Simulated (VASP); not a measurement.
Input of a VASP 6.6.1 run:

INCAR

```
SYSTEM = KI
  ALGO = Normal
  EDIFF = 1E-6
  ENCUT = 520
  GGA = PE
  ISIF = 2
  ISMEAR = 0
  LASPH = .True.
  LCHARG = .False.
  LREAL = .False.
  LWAVE = .False.
  NBANDS = 15
  NELM = 100
  PREC = Accurate
  SIGMA = 0.05
```

KPOINTS

```
k-points
0
Gamma
  6 6 6
  0 0 0
```

The input POSCAR:

```
KI
1.0
    0.0000000000      3.2425860000      3.8065140000
    3.2425860000      0.0000000000      3.8065140000
    3.2425860000      3.2425860000      0.0000000000
K I
1 1
Direct
    0.0000000000      0.0000000000      0.0000000000
    0.5000000000      0.5000000000      0.5000000000
```

Potentials or basis: VASP PAW PBE potentials, release 64 (K_sv, I).

Run with:

```bash
$ cat potpaw_PBE.64/K_sv/POTCAR potpaw_PBE.64/I/POTCAR > POTCAR
$ mpirun -np 1 vasp_std > vasp.out
```

Q: Estimate the band gap on the k mesh.

A: 4.05 eV, direct.

Q: What does it give for the pressure?

A: 3.4 GPa.

Stress tensor (GPa, compression positive):
```
 5.35  0.00  0.00
 0.00  5.35  0.00
 0.00  0.00 -0.37
```

Caveat: the cell differs from its parent crystal (strain -0.080 along x and y, +0.080 along z); spin-orbit coupling is left out, which moves the levels of the heavy elements.
